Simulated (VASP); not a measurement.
# Tl (Pm-3n) in VASP: further runs

The runs below take Tl through single point, relaxation of cell and atoms, with LDA.

All numbers are computed with VASP 6.6.1; they aren't measurements. Logs are shortened: lines on timing, memory, paths and dates and some standing lists are left out, and cuts for length are marked.

**1. The cell of the first run**

The structure is cubic, space group Pm-3n (No. 223). Conventional cell: a = 6.045 Å, b = 6.045 Å, c = 6.045 Å, α = 90.00°, β = 90.00°, γ = 90.00°. Tl (site symmetry m-3) has 12 Tl at 3.38 Å within 4.4 Å. Within 4.0 Å of Tl (site symmetry -4m2) lie 14 Tl at 3.02 to 3.70 Å.

**2. Single point, LDA**

INCAR reads:

```
PREC     = Accurate       # precision mode
ENCUT    = 520            # plane-wave cutoff, eV
EDIFF    = 1E-6           # SCF threshold, eV
ISMEAR   = -1             # smearing method
SIGMA    = 0.1            # smearing width, eV
LREAL    = F              # projectors in reciprocal space
LASPH    = T              # aspherical terms in the spheres
NELM     = 100            # most SCF steps
ALGO     = Normal         # electronic algorithm
ISIF     = 2              # what is computed and relaxed
LWAVE    = F              # write WAVECAR
LCHARG   = T              # write CHGCAR
GGA      = CA             # functional
LELF     = T              # ELF
LVHAR    = T            
NBANDS   = 62             # bands
```

KPOINTS reads:

```
Automatic mesh
0
Gamma
  4 4 4
```

POSCAR reads:

```
Tl
1.0
    6.0453880161      0.0000000000      0.0000000000
    0.0000000000      6.0453880161      0.0000000000
    0.0000000000      0.0000000000      6.0453880161
Tl
8
Direct
    0.0000000000      1.0000000000      1.0000000000
    0.5000000000      0.5000000000      0.5000000000
    0.2500000000      0.0000000000      0.5000000000
    0.7500000000      0.0000000000      0.5000000000
    0.5000000000      0.2500000000      1.0000000000
    0.5000000000      0.7500000000      0.0000000000
    1.0000000000      0.5000000000      0.2500000000
    1.0000000000      0.5000000000      0.7500000000
```

Potentials or basis: VASP PAW LDA potentials, release 64 (Tl_d).

Run with:

```bash
cat potpaw_LDA.64/Tl_d/POTCAR > POTCAR
mpirun -np 1 vasp_std > vasp.out
```

OUTCAR:

```text
PREC = Accurate
   ENCUT = 520
   EDIFF = 1E-6
   ISMEAR = -1
   LREAL = F
   LASPH = T
   NELM = 100
   ISIF = 2
   GGA = CA

 ion  position               nearest neighbor table
   1  0.000  0.000  0.000-   3 3.38   4 3.38   5 3.38   6 3.38   7 3.38   8 3.38   3 3.38   4 3.38
                             7 3.38   8 3.38   5 3.38   6 3.38
   2  0.500  0.500  0.500-   3 3.38   4 3.38   5 3.38   6 3.38   7 3.38   8 3.38   5 3.38   6 3.38
                             3 3.38   4 3.38   7 3.38   8 3.38
   3  0.250  0.000  0.500-   4 3.02   4 3.02   1 3.38   1 3.38   2 3.38   2 3.38   8 3.70   5 3.70
                             5 3.70   6 3.70   6 3.70   7 3.70   8 3.70   7 3.70
   4  0.750  0.000  0.500-   3 3.02   3 3.02   1 3.38   1 3.38   2 3.38   2 3.38   8 3.70   5 3.70
                             5 3.70   6 3.70   6 3.70   7 3.70   8 3.70   7 3.70
   5  0.500  0.250  0.000-   6 3.02   6 3.02   1 3.38   2 3.38   2 3.38   1 3.38   8 3.70   4 3.70
                             3 3.70   4 3.70   3 3.70   7 3.70   7 3.70   8 3.70
   6  0.500  0.750  0.000-   5 3.02   5 3.02   1 3.38   2 3.38   2 3.38   1 3.38   8 3.70   4 3.70
                             3 3.70   4 3.70   3 3.70   7 3.70   7 3.70   8 3.70
   7  0.000  0.500  0.250-   8 3.02   8 3.02   1 3.38   2 3.38   1 3.38   2 3.38   3 3.70   4 3.70
                             5 3.70   3 3.70   4 3.70   6 3.70   5 3.70   6 3.70
   8  0.000  0.500  0.750-   7 3.02   7 3.02   1 3.38   2 3.38   1 3.38   2 3.38   3 3.70   4 3.70
                             5 3.70   3 3.70   4 3.70   6 3.70   5 3.70   6 3.70

  LATTYP: Found a simple cubic cell.
 ALAT       =     6.0453880161

  Lattice vectors:

 A1 = (   6.0453880161,   0.0000000000,   0.0000000000)
 A2 = (   0.0000000000,   6.0453880161,   0.0000000000)
 A3 = (   0.0000000000,   0.0000000000,   6.0453880161)

Analysis of symmetry for initial positions (statically):
=====================================================================
 Subroutine PRICEL returns:
 Original cell was already a primitive cell.

 Routine SETGRP: Setting up the symmetry group for a
 simple cubic supercell.

 Subroutine GETGRP returns: Found 48 space group operations
 (whereof 24 operations were pure point group operations)
 out of a pool of 48 trial point group operations.

The static configuration has the point symmetry T_h .
 The point group associated with its full space group is O_h .

Analysis of symmetry for dynamics (positions and initial velocities):
=====================================================================
 Subroutine PRICEL returns:
 Original cell was already a primitive cell.

 Routine SETGRP: Setting up the symmetry group for a
 simple cubic supercell.

 Subroutine GETGRP returns: Found 48 space group operations
 (whereof 24 operations were pure point group operations)
 out of a pool of 48 trial point group operations.

The dynamic configuration has the point symmetry T_h .
 The point group associated with its full space group is O_h .

 Subroutine INISYM returns: Found 48 space group operations
 (whereof 24 operations are pure point group operations),
 and found     1 'primitive' translations

----------------------------------------------------------------------------------------

                                     Primitive cell

  volume of cell :     220.9391

  direct lattice vectors                    reciprocal lattice vectors
     6.045388016  0.000000000  0.000000000     0.165415354  0.000000000  0.000000000
     0.000000000  6.045388016  0.000000000     0.000000000  0.165415354  0.000000000
     0.000000000  0.000000000  6.045388016     0.000000000  0.000000000  0.165415354

  length of vectors
     6.045388016  6.045388016  6.045388016     0.165415354  0.165415354  0.165415354

  position of ions in fractional coordinates (direct lattice)
     0.000000000  0.000000000  0.000000000
     0.500000000  0.500000000  0.500000000
     0.250000000  0.000000000  0.500000000
     0.750000000  0.000000000  0.500000000
     0.500000000  0.250000000  0.000000000
     0.500000000  0.750000000  0.000000000
     0.000000000  0.500000000  0.250000000
     0.000000000  0.500000000  0.750000000

  ion indices of the primitive-cell ions
   primitive index   ion index
                 1           1
                 2           2
                 3           3
                 4           4
                 5           5
                 6           6
                 7           7
                 8           8

----------------------------------------------------------------------------------------

 KPOINTS: Automatic mesh

Automatic generation of k-mesh.
 Grid dimensions read from file:
 generate k-points for:    4    4    4

 Generating k-lattice:

  Cartesian coordinates                     Fractional coordinates (reciprocal lattice)
     0.041353839  0.000000000  0.000000000     0.250000000  0.000000000  0.000000000
     0.000000000  0.041353839  0.000000000     0.000000000  0.250000000  0.000000000
     0.000000000  0.000000000  0.041353839     0.000000000  0.000000000  0.250000000

  Length of vectors
     0.041353839  0.041353839  0.041353839

  Shift w.r.t. Gamma in fractional coordinates (k-lattice)
     0.000000000  0.000000000  0.000000000

 Subroutine IBZKPT returns following result:
 ===========================================

 Found     10 irreducible k-points:

 Following reciprocal coordinates:
            Coordinates               Weight
  0.000000  0.000000  0.000000      1.000000
  0.250000  0.000000  0.000000      6.000000
  0.500000  0.000000  0.000000      3.000000
  0.250000  0.250000  0.000000     12.000000
  0.500000  0.250000  0.000000     12.000000
  0.500000  0.500000  0.000000      3.000000
  0.250000  0.250000  0.250000      8.000000
  0.500000  0.250000  0.250000     12.000000
  0.500000  0.500000  0.250000      6.000000
  0.500000  0.500000  0.500000      1.000000
   k-points           NKPTS =     10   k-points in BZ     NKDIM =     10   number of bands    NBANDS=     62
   number of dos      NEDOS =    301   number of ions     NIONS =      8
   total plane-waves  NPLWV = 110592
   dimension x,y,z NGX =    48 NGY =   48 NGZ =   48
   dimension x,y,z NGXF=    96 NGYF=   96 NGZF=   96
   ions per type =               8
   NGX,Y,Z   is equivalent  to a cutoff of  13.20, 13.20, 13.20 a.u.
   NGXF,Y,Z  is equivalent  to a cutoff of  26.40, 26.40, 26.40 a.u.
 SYSTEM =  unknown system
   PREC   = accura    normal or accurate (medium, high low for compatibility)
   ISTART =      0    job   : 0-new  1-cont  2-samecut
   ICHARG =      2    charge: 1-file 2-atom 10-const
   ISPIN  =      1    spin polarized calculation?
   LNONCOLLINEAR =      F non collinear calculations
   LSORBIT =      F    spin-orbit coupling
   LASPH  =      T    aspherical Exc in radial PAW
   ENCUT  =  520.0 eV  38.22 Ry    6.18 a.u.  11.24 11.24 11.24*2*pi/ulx,y,z
   NELM   =    100;   NELMIN=  2; NELMDL= -5     # of ELM steps
   EDIFF  = 0.1E-05   stopping-criterion for ELM
   LREAL  =      F    real-space projection
   EDIFFG = 0.1E-04   stopping-criterion for IOM
   NSW    =      0    number of steps for IOM
   IBRION =     -1    ionic relax: 0-MD 1-quasi-New 2-CG
   NFREE  =      0    steps in history (QN), initial steepest desc. (CG)
   ISIF   =      2    stress and relaxation
   ISYM   =      2    0-nonsym 1-usesym 2-fastsym
   POTIM  = 0.5000    time-step for ionic-motion
   TEBEG  =    0.0;   TEEND  =   0.0 temperature during run
   PSTRESS=    0.0 pullay stress
   NELECT =     104.0000    total number of electrons
   NUPDOWN=      -1.0000    fix difference up-down
   EMIN   =  10.00;   EMAX   =-10.00  energy-range for DOS
   EFERMI =   0.00;   METHOD = LEGACY
   ISMEAR =    -1;   SIGMA  =   0.10  broadening in eV -4-tet -1-fermi 0-gaus
   EFERMI_NEDOS =   21; number of points for ismear=-14 and -15
   IALGO  =     38    algorithm
   IMIX   =      4    mixing-type and parameters
     AMIX     =   0.40;   BMIX     =  1.00
     AMIX_MAG =   1.60;   BMIX_MAG =  1.00
  volume/ion in A,a.u.               =      27.62       186.37
  Fermi-wavevector in a.u.,A,eV,Ry     =   1.273489  2.406545 22.065568  1.621773
  Thomas-Fermi vector in A             =   2.406309
   LORBIT       =      0    0 simple, 1 ext, 2 COOP (PROOUT), +10 PAW based schemes
   GGA     = CA    functional components
   LHFCALC =     F    Hartree Fock is set to
   AEXX    =    0.0000 exact exchange contribution
   IVDW    =     0    specifies the selected vdW correction
   LEPSILON=     F    determine dielectric tensor
   LRPA    =     F    only Hartree local field effects (RPA)
 non-spin polarized calculation
  energy-cutoff  :      520.00
  volume of cell :      220.94
 maximum number of plane-waves:      6031
 NGX is ok and might be reduce to    48
   NGX = 23   NGY = 23   NGZ = 23

 number of electron     104.0000026 magnetization

 Free energy of the ion-electron system (eV)
  ---------------------------------------------------
  ext. energy  EPLUGINS =         0.00000000
  ---------------------------------------------------
  free energy    TOTEN  =       -23.46282859 eV

  energy without entropy =      -23.37388793  energy(sigma->0) =      -23.41835826

 E-fermi :   6.6188     XC(G=0): -10.6699

 val. band max:        6.5044294572   @ k =   0.5000   0.5000   0.2500
 cond. band min:       6.6735210031   @ k =   0.5000   0.5000   0.2500
 fundamental gap:      0.1690915460
 Fermi energy:         6.6188363055

 k-point     1 :       0.0000    0.0000    0.0000
  band No.  band energies     occupation
      1      -5.5482      2.00000
      2      -5.5482      2.00000
      3      -5.5180      2.00000
      4      -5.1805      2.00000
      5      -5.1805      2.00000
      6      -5.1805      2.00000
[... 54 lines left out ...]
     61      11.2884      0.00000
     62      11.2884      0.00000

 k-point     2 :       0.2500    0.0000    0.0000
  band No.  band energies     occupation
      1      -5.5409      2.00000
      2      -5.5234      2.00000
      3      -5.3541      2.00000
      4      -5.2515      2.00000
      5      -5.1433      2.00000
      6      -5.1433      2.00000
[... 519 lines left out ...]
      6      -5.0843      2.00000
[... 54 lines left out ...]
     61      10.9750      0.00000
     62      10.9750      0.00000

------------------------ aborting loop because EDIFF is reached ----------------------------------------

  FORCE on cell =-STRESS in cart. coord.  units (eV):
  Direction    XX          YY          ZZ          XY          YZ          ZX
  --------------------------------------------------------------------------------------
  -------------------------------------------------------------------------------------
  Total        0.0876241      0.0876241      0.0876241     -0.0000000     -0.0000000     -0.0000000
  in kB        0.6354212      0.6354212      0.6354212     -0.0000000     -0.0000000     -0.0000000
  external PRESSURE =       0.6354212 kB  Pullay stress =       0.0000000 kB

 VOLUME and BASIS-vectors are now :
 -----------------------------------------------------------------------------
  energy-cutoff  :      520.00
  volume of cell :      220.94
      direct lattice vectors                 reciprocal lattice vectors
     6.045388016  0.000000000  0.000000000     0.165415354  0.000000000  0.000000000
     0.000000000  6.045388016  0.000000000     0.000000000  0.165415354  0.000000000
     0.000000000  0.000000000  6.045388016     0.000000000  0.000000000  0.165415354

 POSITION                                       TOTAL-FORCE (eV/Angst)
 -----------------------------------------------------------------------------------
      0.00000      0.00000      0.00000         0.000000      0.000000     -0.000000
      3.02269      3.02269      3.02269         0.000000      0.000000     -0.000000
      1.51135      0.00000      3.02269         0.000000      0.000000     -0.000000
      4.53404      0.00000      3.02269        -0.000000     -0.000000      0.000000
      3.02269      1.51135      0.00000         0.000000      0.000000      0.000000
      3.02269      4.53404      0.00000        -0.000000      0.000000     -0.000000
      0.00000      3.02269      1.51135         0.000000      0.000000     -0.000000
      0.00000      3.02269      4.53404        -0.000000     -0.000000     -0.000000
 -----------------------------------------------------------------------------------
    total drift:                                0.000000     -0.000000      0.000000

  FREE ENERGIE OF THE ION-ELECTRON SYSTEM (eV)
  ---------------------------------------------------
  free  energy   TOTEN  =       -23.4628285851 eV

  energy  without entropy=      -23.3738879276  energy(sigma->0) =      -23.41835826
```

It took 40 s on 1 thread of Intel Xeon 6975P-C (Granite Rapids), shared host; peak memory 0.29 GiB.

What came out:

| Property | Result |
| --- | --- |
| Free energy | -23.4628 eV |
| Pressure | 0.1 GPa |
| Band gap on the k mesh | zero (bands 52 and 53 overlap by 2.76 eV) |

Caveat: spin-orbit coupling is left out, which moves the levels of the heavy elements.

**3. Single point, LDA**

INCAR reads:

```
SYSTEM = Tl
PREC = Accurate
ENCUT = 520
EDIFF = 1E-6
ISMEAR = -1
SIGMA = 0.1
LREAL = .FALSE.
LASPH = .TRUE.
NELM = 80
ALGO = Normal
ISIF = 2
LWAVE = .FALSE.
LCHARG = .FALSE.
GGA = CA
NBANDS = 62
```

KPOINTS reads:

```
regular mesh
0
G
  6 6 6
  0 0 0
```

POSCAR is that of step 2.

Potentials or basis: VASP PAW LDA potentials, release 64 (Tl_d).

Run with:

```bash
cat potpaw_LDA.64/Tl_d/POTCAR > POTCAR
mpirun -np 1 vasp_std > vasp.out
```

Run time: 75 s. Hardware: 1 thread of Intel Xeon 6975P-C (Granite Rapids), shared host; peak memory 0.36 GiB.

The run converged. Its results:

| Property | Result |
| --- | --- |
| Free energy | -23.1606 eV |
| Pressure | 0.3 GPa |
| Band gap on the k mesh | zero (bands 52 and 53 overlap by 2.77 eV) |

Levels at points of the mesh, in eV from the Fermi level:
| k point | band 48 | band 49 | band 50 | band 51 | band 52 | band 53 | band 54 | band 55 | band 56 | band 57 |
| --- | --- | --- | --- | --- | --- | --- | --- | --- | --- | --- |
| (0.00, 0.00, 0.00) | -3.34 | -1.17 | -1.17 | -1.17 | -0.94 | -0.94 | 0.61 | 0.61 | 0.61 | 1.76 |
| (0.50, 0.00, 0.00) | -4.06 | -2.46 | -2.46 | -0.60 | -0.60 | 0.20 | 0.20 | 1.58 | 1.58 | 2.38 |
| (0.50, 0.50, 0.00) | -3.64 | -2.33 | -1.44 | -1.44 | -0.57 | 1.43 | 1.75 | 2.22 | 2.22 | 2.63 |
| (0.50, 0.50, 0.50) | -6.66 | 1.83 | 1.83 | 1.83 | 1.83 | 1.83 | 1.83 | 2.22 | 2.22 | 4.22 |

Caveat: spin-orbit coupling is left out, which moves the levels of the heavy elements.

(Part 1 of 2 ends here.)
